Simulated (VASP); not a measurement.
A run of VASP 6.6.1 is set up as follows.

The input INCAR:

```
SYSTEM = Os
ALGO     = Normal         ! electronic algorithm
EDIFF    = 1E-7           ! SCF threshold, eV
ENCUT    = 520            ! plane-wave cutoff, eV
GGA      = PE             ! functional
GGA_COMPAT= .FALSE.      
ISIF     = 2              ! what is computed and relaxed
ISMEAR   = -1             ! smearing method
LASPH    = .TRUE.         ! aspherical terms in the spheres
LCHARG   = .FALSE.        ! write CHGCAR
LMAXMIX  = 4              ! l up to which the mixer works
LORBIT   = 11             ! projections on sites
LORBMOM  = .TRUE.       
LREAL    = .FALSE.        ! projectors in reciprocal space
LSORBIT  = .TRUE.         ! spin-orbit coupling
LWAVE    = .FALSE.        ! write WAVECAR
MAGMOM   = 0 0 0          ! initial moments
NBANDS   = 19             ! bands
NELM     = 150            ! most SCF steps
PREC     = Accurate       ! precision mode
SIGMA    = 0.05           ! smearing width, eV
```

File KPOINTS:

```
k-points
0
G
  19 19 19
  0 0 0
```

POSCAR

```
Os
1.0
   -1.5473471291      1.5473471291      1.5473471291
    1.5473471291     -1.5473471291      1.5473471291
    1.5473471291      1.5473471291     -1.5473471291
Os
1
Direct
    0.0000000000      0.0000000000      0.0000000000
```

Potentials or basis: VASP PAW PBE potentials, release 64 (Os).

Command:

```bash
$ cat potpaw_PBE.64/Os/POTCAR > POTCAR
$ mpirun -np 1 vasp_ncl > vasp.out
```

Task: What does it give for the net moment?

Result: 0.00 μB per cell.

Task: Predict the pressure.

Result: 0.1 GPa.

Moments on the atoms (μB; x, y, z):
```
Os  0.00 0.00 0.00
```
